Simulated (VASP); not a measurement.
# BiB (P6_3mc) in VASP: a series of runs

BiB is run at these levels: r2SCAN, PBE; tasks: single point.

All numbers are computed with VASP 6.6.1; they aren't measurements. Logs are shortened: lines on timing, memory, paths and dates and some standing lists are left out, and cuts for length are marked.

### Step 1. The cell of the first run

The structure is hexagonal, space group P6_3mc (No. 186). The conventional cell has a = 3.941 Å, b = 3.941 Å, c = 6.500 Å, α = 90.00°, β = 90.00°, γ = 120.00°. B (site symmetry 3m) has 4 Bi at 2.42 to 2.43 Å within 3.2 Å. Bi (site symmetry 3m) has 4 B at 2.42 to 2.43 Å within 3.2 Å.

### Step 2. Single point, r2SCAN (volume changed by +6%)

The input, POSCAR:

```
BiB
1.0
    3.9413913764      0.0000000000      0.0000000000
   -1.9706956882      3.4133450583      0.0000000000
    0.0000000000      0.0000000000      6.5004873296
B Bi
2 2
Direct
    0.3333333333      0.6666666667      0.0002433735
    0.6666666667      0.3333333333      0.5002433735
    0.3333333333      0.6666666667      0.3747566265
    0.6666666667      0.3333333333      0.8747566265
```

The input, INCAR.step1:

```
ALGO = Normal
EDIFF = 1E-4
ENCUT = 520
GGA = PE
ISMEAR = -1
LASPH = True
LCHARG = False
LREAL = False
LWAVE = True
NBANDS = 26
NELM = 60
PREC = Accurate
SIGMA = 0.02
```

The input, INCAR.step2:

```
ALGO = Normal
EDIFF = 1E-6
ENCUT = 520
ISIF = 2
ISMEAR = -1
ISTART = 1
LASPH = True
LCHARG = True
LELF = True
LMIXTAU = True
LREAL = False
LVHAR = True
LWAVE = False
METAGGA = R2SCAN
NBANDS = 26
NELM = 60
PREC = Accurate
SIGMA = 0.02
```

The input, KPOINTS:

```
k-points
0
Gamma
  6 6 4
```

Potentials or basis: VASP PAW PBE potentials, release 64 (B, Bi_d).

On the command line:

```console
cat potpaw_PBE.64/B/POTCAR potpaw_PBE.64/Bi_d/POTCAR > POTCAR
cp INCAR.step1 INCAR
mpirun -np 1 vasp_std > vasp.out
cp INCAR.step2 INCAR
mpirun -np 1 vasp_std > vasp.out
```

OUTCAR:

```text
EDIFF = 1E-6
   ENCUT = 520
   ISIF = 2
   ISMEAR = -1
   ISTART = 1
   LASPH = True
   LREAL = False
   METAGGA = R2SCAN
   NELM = 60
   PREC = Accurate

 ion  position               nearest neighbor table
   1  0.333  0.667  0.000-   4 2.42   4 2.42   4 2.42   3 2.43
   2  0.667  0.333  0.500-   3 2.42   3 2.42   3 2.42   4 2.43
   3  0.333  0.667  0.375-   2 2.42   2 2.42   2 2.42   1 2.43
   4  0.667  0.333  0.875-   1 2.42   1 2.42   1 2.42   2 2.43

  LATTYP: Found a hexagonal cell.
 ALAT       =     3.9413913764
 C/A-ratio  =     1.6492874492

  Lattice vectors:

 A1 = (   3.9413913764,   0.0000000000,   0.0000000000)
 A2 = (  -1.9706956882,   3.4133450583,   0.0000000000)
 A3 = (   0.0000000000,   0.0000000000,   6.5004873296)

Analysis of symmetry for initial positions (statically):
=====================================================================
 Subroutine PRICEL returns:
 Original cell was already a primitive cell.

 Routine SETGRP: Setting up the symmetry group for a
 hexagonal supercell.

 Subroutine GETGRP returns: Found 12 space group operations
 (whereof  6 operations were pure point group operations)
 out of a pool of 24 trial point group operations.

The static configuration has the point symmetry C_3v.
 The point group associated with its full space group is C_6v.

Analysis of symmetry for dynamics (positions and initial velocities):
=====================================================================
 Subroutine PRICEL returns:
 Original cell was already a primitive cell.

 Routine SETGRP: Setting up the symmetry group for a
 hexagonal supercell.

 Subroutine GETGRP returns: Found 12 space group operations
 (whereof  6 operations were pure point group operations)
 out of a pool of 24 trial point group operations.

The dynamic configuration has the point symmetry C_3v.
 The point group associated with its full space group is C_6v.

 Subroutine INISYM returns: Found 12 space group operations
 (whereof  6 operations are pure point group operations),
 and found     1 'primitive' translations

----------------------------------------------------------------------------------------

                                     Primitive cell

  volume of cell :      87.4532

  direct lattice vectors                    reciprocal lattice vectors
     3.941391376  0.000000000  0.000000000     0.253717508  0.146483872  0.000000000
    -1.970695688  3.413345058  0.000000000     0.000000000  0.292967744  0.000000000
     0.000000000  0.000000000  6.500487330     0.000000000  0.000000000  0.153834620

  length of vectors
     3.941391376  3.941391376  6.500487330     0.292967744  0.292967744  0.153834620

  position of ions in fractional coordinates (direct lattice)
     0.333333333  0.666666667  0.000243373
     0.666666667  0.333333333  0.500243373
     0.333333333  0.666666667  0.374756627
     0.666666667  0.333333333  0.874756627

  ion indices of the primitive-cell ions
   primitive index   ion index
                 1           1
                 2           2
                 3           3
                 4           4

----------------------------------------------------------------------------------------

 KPOINTS: k-points

Automatic generation of k-mesh.
 Grid dimensions read from file:
 generate k-points for:    6    6    4

 Generating k-lattice:

  Cartesian coordinates                     Fractional coordinates (reciprocal lattice)
     0.042286251  0.024413979  0.000000000     0.166666667 -0.000000000  0.000000000
     0.000000000  0.048827957  0.000000000     0.000000000  0.166666667  0.000000000
     0.000000000  0.000000000  0.038458655     0.000000000  0.000000000  0.250000000

  Length of vectors
     0.048827957  0.048827957  0.038458655

  Shift w.r.t. Gamma in fractional coordinates (k-lattice)
     0.000000000  0.000000000  0.000000000

 Subroutine IBZKPT returns following result:
 ===========================================

 Found     21 irreducible k-points:

 Following reciprocal coordinates:
            Coordinates               Weight
  0.000000  0.000000  0.000000      1.000000
  0.166667  0.000000  0.000000      6.000000
  0.333333  0.000000  0.000000      6.000000
  0.500000  0.000000  0.000000      3.000000
  0.166667  0.166667  0.000000      6.000000
  0.333333  0.166667  0.000000     12.000000
[... 13 lines left out ...]
  0.333333  0.166667  0.500000     12.000000
  0.333333  0.333333  0.500000      2.000000
   k-points           NKPTS =     21   k-points in BZ     NKDIM =     21   number of bands    NBANDS=     26
   number of dos      NEDOS =    301   number of ions     NIONS =      4
   total plane-waves  NPLWV =  43200
   dimension x,y,z NGX =    30 NGY =   30 NGZ =   48
   dimension x,y,z NGXF=    60 NGYF=   60 NGZF=   96
   ions per type =               2   2
   NGX,Y,Z   is equivalent  to a cutoff of  12.65, 12.65, 12.28 a.u.
   NGXF,Y,Z  is equivalent  to a cutoff of  25.31, 25.31, 24.55 a.u.
 SYSTEM =  unknown system
   PREC   = accura    normal or accurate (medium, high low for compatibility)
   ISTART =      1    job   : 0-new  1-cont  2-samecut
   ICHARG =      0    charge: 1-file 2-atom 10-const
   ISPIN  =      1    spin polarized calculation?
   LNONCOLLINEAR =      F non collinear calculations
   LSORBIT =      F    spin-orbit coupling
   LASPH  =      T    aspherical Exc in radial PAW
   ENCUT  =  520.0 eV  38.22 Ry    6.18 a.u.   7.33  7.33 12.09*2*pi/ulx,y,z
   NELM   =     60;   NELMIN=  2; NELMDL=  0     # of ELM steps
   EDIFF  = 0.1E-05   stopping-criterion for ELM
   LREAL  =      F    real-space projection
   EDIFFG = 0.1E-04   stopping-criterion for IOM
   NSW    =      0    number of steps for IOM
   IBRION =     -1    ionic relax: 0-MD 1-quasi-New 2-CG
   NFREE  =      0    steps in history (QN), initial steepest desc. (CG)
   ISIF   =      2    stress and relaxation
   ISYM   =      2    0-nonsym 1-usesym 2-fastsym
   POTIM  = 0.5000    time-step for ionic-motion
   TEBEG  =    0.0;   TEEND  =   0.0 temperature during run
   PSTRESS=    0.0 pullay stress
   NELECT =      36.0000    total number of electrons
   NUPDOWN=      -1.0000    fix difference up-down
   EMIN   =  10.00;   EMAX   =-10.00  energy-range for DOS
   EFERMI =   0.00;   METHOD = LEGACY
   ISMEAR =    -1;   SIGMA  =   0.02  broadening in eV -4-tet -1-fermi 0-gaus
   EFERMI_NEDOS =   21; number of points for ismear=-14 and -15
   IALGO  =     38    algorithm
   IMIX   =      4    mixing-type and parameters
     AMIX     =   0.40;   BMIX     =  1.00
     AMIX_MAG =   1.60;   BMIX_MAG =  1.00
  volume/ion in A,a.u.               =      21.86       147.54
  Fermi-wavevector in a.u.,A,eV,Ry     =   1.217822  2.301350 20.178666  1.483090
  Thomas-Fermi vector in A             =   2.353129
   LORBIT       =      0    0 simple, 1 ext, 2 COOP (PROOUT), +10 PAW based schemes
   METAGGA = R2SCAN    functional components
   LHFCALC =     F    Hartree Fock is set to
   AEXX    =    0.0000 exact exchange contribution
   IVDW    =     0    specifies the selected vdW correction
   LEPSILON=     F    determine dielectric tensor
   LRPA    =     F    only Hartree local field effects (RPA)
 non-spin polarized calculation
  energy-cutoff  :      520.00
  volume of cell :       87.45
 maximum number of plane-waves:      2385
 NGX is ok and might be reduce to    30
   NGX = 15   NGY = 15   NGZ = 25

 number of electron      36.0000005 magnetization

 Free energy of the ion-electron system (eV)
  ---------------------------------------------------
  ext. energy  EPLUGINS =         0.00000000
  ---------------------------------------------------
  free energy    TOTEN  =      -128.48829913 eV

  energy without entropy =     -128.48758337  energy(sigma->0) =     -128.48794125

 E-fermi :   6.5347     XC(G=0): -10.4729

 val. band max:        6.5129925499   @ k =   0.0000   0.0000   0.0000
 cond. band min:       6.5374692376   @ k =   0.0000   0.0000   0.0000
 fundamental gap:      0.0244766878
 Fermi energy:         6.5346861781

 k-point     1 :       0.0000    0.0000    0.0000
  band No.  band energies     occupation
      1     -17.3218      2.00000
      2     -17.3173      2.00000
      3     -17.3122      2.00000
      4     -17.3122      2.00000
      5     -17.2997      2.00000
      6     -17.2997      2.00000
[... 18 lines left out ...]
     25      11.4477      0.00000
     26      12.7419      0.00000

 k-point     2 :       0.1667    0.0000    0.0000
  band No.  band energies     occupation
      1     -17.3260      2.00000
      2     -17.3143      2.00000
      3     -17.3104      2.00000
      4     -17.3027      2.00000
      5     -17.2881      2.00000
      6     -17.2864      2.00000
[... 18 lines left out ...]
     25      12.4338      0.00000
     26      13.1214      0.00000

 k-point     3 :       0.3333    0.0000    0.0000
  band No.  band energies     occupation
      1     -17.3405      2.00000
      2     -17.3173      2.00000
      3     -17.2962      2.00000
      4     -17.2930      2.00000
      5     -17.2665      2.00000
      6     -17.2621      2.00000
[... 18 lines left out ...]
     25      13.3628      0.00000
     26      13.9955      0.00000

 k-point     4 :       0.5000    0.0000    0.0000
  band No.  band energies     occupation
      1     -17.3471      2.00000
      2     -17.3210      2.00000
      3     -17.2922      2.00000
      4     -17.2911      2.00000
      5     -17.2583      2.00000
      6     -17.2547      2.00000
[... 18 lines left out ...]
     25      14.1113      0.00000
     26      14.9756      0.00000

 k-point     5 :       0.1667    0.1667    0.0000
  band No.  band energies     occupation
      1     -17.3259      2.00000
      2     -17.3197      2.00000
      3     -17.2985      2.00000
      4     -17.2977      2.00000
      5     -17.2748      2.00000
      6     -17.2695      2.00000
[... 18 lines left out ...]
     25      13.2008      0.00000
     26      13.5582      0.00000

 k-point     6 :       0.3333    0.1667    0.0000
  band No.  band energies     occupation
      1     -17.3325      2.00000
      2     -17.3156      2.00000
      3     -17.2988      2.00000
      4     -17.2846      2.00000
      5     -17.2625      2.00000
      6     -17.2592      2.00000
[... 340 lines left out ...]
 k-point    18 :       0.5000    0.0000    0.5000
  band No.  band energies     occupation
      1     -17.3371      2.00000
      2     -17.3371      2.00000
      3     -17.2836      2.00000
      4     -17.2836      2.00000
      5     -17.2695      2.00000
      6     -17.2695      2.00000
[... 18 lines left out ...]
     25      13.3520      0.00000
     26      13.3520      0.00000

 k-point    19 :       0.1667    0.1667    0.5000
  band No.  band energies     occupation
      1     -17.3254      2.00000
      2     -17.3254      2.00000
      3     -17.2921      2.00000
      4     -17.2921      2.00000
      5     -17.2785      2.00000
      6     -17.2785      2.00000
[... 18 lines left out ...]
     25      12.4263      0.00000
     26      12.4263      0.00000

 k-point    20 :       0.3333    0.1667    0.5000
  band No.  band energies     occupation
      1     -17.3275      2.00000
      2     -17.3275      2.00000
      3     -17.2815      2.00000
      4     -17.2815      2.00000
      5     -17.2730      2.00000
      6     -17.2730      2.00000
[... 18 lines left out ...]
     25      13.2413      0.00000
     26      13.2413      0.00000

 k-point    21 :       0.3333    0.3333    0.5000
  band No.  band energies     occupation
      1     -17.3199      2.00000
      2     -17.3199      2.00000
      3     -17.2789      2.00000
      4     -17.2789      2.00000
      5     -17.2702      2.00000
      6     -17.2702      2.00000
[... 18 lines left out ...]
     25      13.6101      0.00000
     26      13.6101      0.00000

------------------------ aborting loop because EDIFF is reached ----------------------------------------

  FORCE on cell =-STRESS in cart. coord.  units (eV):
  Direction    XX          YY          ZZ          XY          YZ          ZX
  --------------------------------------------------------------------------------------
  -------------------------------------------------------------------------------------
  Total       -2.1723400     -2.1723400     -2.2698967      0.0000000      0.0000000      0.0000000
  in kB      -39.7981340    -39.7981340    -41.5854123      0.0000000      0.0000000      0.0000000
  external PRESSURE =     -40.3938935 kB  Pullay stress =       0.0000000 kB

 VOLUME and BASIS-vectors are now :
 -----------------------------------------------------------------------------
  energy-cutoff  :      520.00
  volume of cell :       87.45
      direct lattice vectors                 reciprocal lattice vectors
     3.941391376  0.000000000  0.000000000     0.253717508  0.146483872  0.000000000
    -1.970695688  3.413345058  0.000000000     0.000000000  0.292967744  0.000000000
     0.000000000  0.000000000  6.500487330     0.000000000  0.000000000  0.153834620

 POSITION                                       TOTAL-FORCE (eV/Angst)
 -----------------------------------------------------------------------------------
     -0.00000      2.27556      0.00158         0.000000      0.000000     -0.009509
      1.97070      1.13778      3.25183        -0.000000      0.000000     -0.009509
     -0.00000      2.27556      2.43610        -0.000000     -0.000000      0.009509
      1.97070      1.13778      5.68634         0.000000     -0.000000      0.009509
 -----------------------------------------------------------------------------------
    total drift:                               -0.000000      0.000000     -0.000165

  FREE ENERGIE OF THE ION-ELECTRON SYSTEM (eV)
  ---------------------------------------------------
  free  energy   TOTEN  =      -128.4882991340 eV

  energy  without entropy=     -128.4875833679  energy(sigma->0) =     -128.48794125
```

Wall time 2.9 min (1 thread of Intel Xeon 6975P-C, shared host); peak memory 0.23 GiB.

Results:

| Quantity | Value |
| --- | --- |
| Free energy | -128.4883 eV |
| Pressure | -4.0 GPa |
| Largest force | 0.010 eV/Å |
| Band gap on the k mesh | zero (filled and empty bands touch) |

Forces in eV/Å, atoms in the order of the input:
```
B    0.000  0.000 -0.010
B    0.000  0.000 -0.010
Bi   0.000  0.000  0.010
Bi   0.000  0.000  0.010
```

Caveat: the cell differs from its parent crystal (volume changed by +6%); the PAW data sets were made with another functional, which shifts forces and pressure a little; spin-orbit coupling is left out, which moves the levels of the heavy elements.

### Step 3. Single point, PBE

This run uses another cell than the first one, of 20.63 Å³/atom, 0.943 times its volume.

The input, INCAR:

```
PREC = Accurate
ENCUT = 520
EDIFF = 1E-7
ISMEAR = -1
SIGMA = 0.02
LREAL = F
LASPH = T
NELM = 80
ALGO = Normal
ISIF = 2
LWAVE = F
LCHARG = T
GGA = PE
LELF = T
LVHAR = T
NBANDS = 26
```

The input, KPOINTS:

```
regular mesh
0
Gamma
  12 12 4
```

The input, POSCAR:

```
BiB
1.0
    3.8655765108      0.0000000000      0.0000000000
   -1.9327882554      3.3476874586      0.0000000000
    0.0000000000      0.0000000000      6.3754468231
B Bi
2 2
Direct
    0.3333333333      0.6666666667      0.0002433735
    0.6666666667      0.3333333333      0.5002433735
    0.3333333333      0.6666666667      0.3747566265
    0.6666666667      0.3333333333      0.8747566265
```

Potentials or basis: VASP PAW PBE potentials, release 64 (B, Bi_d).

On the command line:

```console
cat potpaw_PBE.64/B/POTCAR potpaw_PBE.64/Bi_d/POTCAR > POTCAR
mpirun -np 1 vasp_std > vasp.out
```

Wall time 2.4 min (1 thread of Intel Xeon 6975P-C, shared host); peak memory 0.26 GiB.

It converged, with:

```yaml
Free_energy: -17.9533 eV
Pressure: 1.2 GPa
Largest_force: 0.003 eV/Å
Band_gap_on_the_k_mesh: 0.08 eV, direct
```

Forces on the atoms (eV/Å):
```
B    0.000  0.000 -0.003
B    0.000  0.000 -0.003
Bi   0.000  0.000  0.003
Bi   0.000  0.000  0.003
```

Stress tensor (GPa, compression positive):
```
1.30 0.00 0.00
0.00 1.30 0.00
0.00 0.00 1.13
```

Levels at points of the mesh, in eV from the valence-band top:
| k point | band 16 | band 17 | band 18 | band 19 | band 20 | band 21 |
| --- | --- | --- | --- | --- | --- | --- |
| (0.00, 0.00, 0.00) | -0.23 | 0.00 | 0.00 | 0.08 | 0.33 | 2.55 |
| (0.50, 0.00, 0.00) | -3.53 | -3.15 | -1.72 | 0.61 | 1.64 | 3.17 |
| (0.00, 0.00, 0.50) | -1.02 | -1.02 | -1.02 | 0.75 | 0.75 | 3.66 |
| (0.50, 0.00, 0.50) | -2.85 | -2.78 | -2.78 | 0.61 | 0.61 | 2.32 |

Caveat: spin-orbit coupling is left out, which moves the levels of the heavy elements. A k mesh can miss the band edges.

### Step 4. Single point, r2SCAN

This run uses another cell than the first one, of 20.63 Å³/atom, 0.943 times its volume.

POSCAR is that of step 3.

The input, INCAR.step1:

```
  PREC = Accurate
  ENCUT = 520
  ISMEAR = -1
  SIGMA = 0.02
  LREAL = F
  LASPH = T
  NELM = 100
  NBANDS = 26
  GGA = PE
  ALGO = Normal
  EDIFF = 1E-4
  LWAVE = T
  LCHARG = F
```

The input, INCAR.step2:

```
  PREC = Accurate
  ENCUT = 520
  EDIFF = 1E-6
  ISMEAR = -1
  SIGMA = 0.02
  LREAL = F
  LASPH = T
  NELM = 100
  ALGO = Normal
  ISIF = 2
  LWAVE = F
  LCHARG = F
  METAGGA = R2SCAN
  LMIXTAU = T
  NBANDS = 26
  ISTART = 1
```

The input, KPOINTS:

```
Automatic mesh
0
Gamma
  12 12 4
```

On the command line:

```console
cat potpaw_PBE.64/B/POTCAR potpaw_PBE.64/Bi_d/POTCAR > POTCAR
cp INCAR.step1 INCAR
mpirun -np 1 vasp_std > vasp.out
cp INCAR.step2 INCAR
mpirun -np 1 vasp_std > vasp.out
```

Wall time 5.9 min (1 thread of Intel Xeon 6975P-C, shared host); peak memory 0.27 GiB.

Results (log left out):

```yaml
Free_energy: -128.5875 eV
Pressure: 0.0 GPa
Band_gap_on_the_k_mesh: 0.20 eV, direct
```

Levels at points of the mesh, in eV from the valence-band top:
| k point | band 14 | band 15 | band 16 | band 17 | band 18 | band 19 | band 20 | band 21 | band 22 | band 23 |
| --- | --- | --- | --- | --- | --- | --- | --- | --- | --- | --- |
| (0.00, 0.00, 0.00) | -1.84 | -1.84 | -0.24 | 0.00 | 0.00 | 0.20 | 0.45 | 2.65 | 2.65 | 3.10 |
| (0.50, 0.00, 0.00) | -7.13 | -5.39 | -3.76 | -3.30 | -1.84 | 0.73 | 1.83 | 3.41 | 4.32 | 5.16 |
| (0.00, 0.00, 0.50) | -5.11 | -1.10 | -1.10 | -1.10 | -1.10 | 0.90 | 0.90 | 3.85 | 3.85 | 3.85 |
| (0.50, 0.00, 0.50) | -8.28 | -3.04 | -3.04 | -2.96 | -2.96 | 0.73 | 0.73 | 2.54 | 2.54 | 6.58 |

Caveat: the PAW data sets were made with another functional, which shifts forces and pressure a little; spin-orbit coupling is left out, which moves the levels of the heavy elements.

### Step 5. Overview

```tsv
level	cell	k mesh	gap on the mesh (eV)	pressure (GPa)
r2SCAN	a = 3.941, b = 3.941, c = 6.500 Å, angles 90.0, 90.0, 120.0°, 4 atoms	6 × 6 × 4	none	-4.0
PBE	a = 3.866, b = 3.866, c = 6.375 Å, angles 90.0, 90.0, 120.0°, 4 atoms	12 × 12 × 4	0.08	1.2
r2SCAN	a = 3.866, b = 3.866, c = 6.375 Å, angles 90.0, 90.0, 120.0°, 4 atoms	12 × 12 × 4	0.20	0.0
```

Alike in all rows: task single point; potentials or basis VASP PAW PBE potentials, release 64 (B, Bi_d); no spin polarisation; cutoff (eV) 520; smearing fermi-dirac 0.02 eV.

Caveats: spin-orbit coupling is left out, which moves the levels of the heavy elements; the PAW data sets were made with another functional, which shifts forces and pressure a little (some runs).

Total energies depend on the potentials used, so only differences within one code and one set of settings carry meaning.
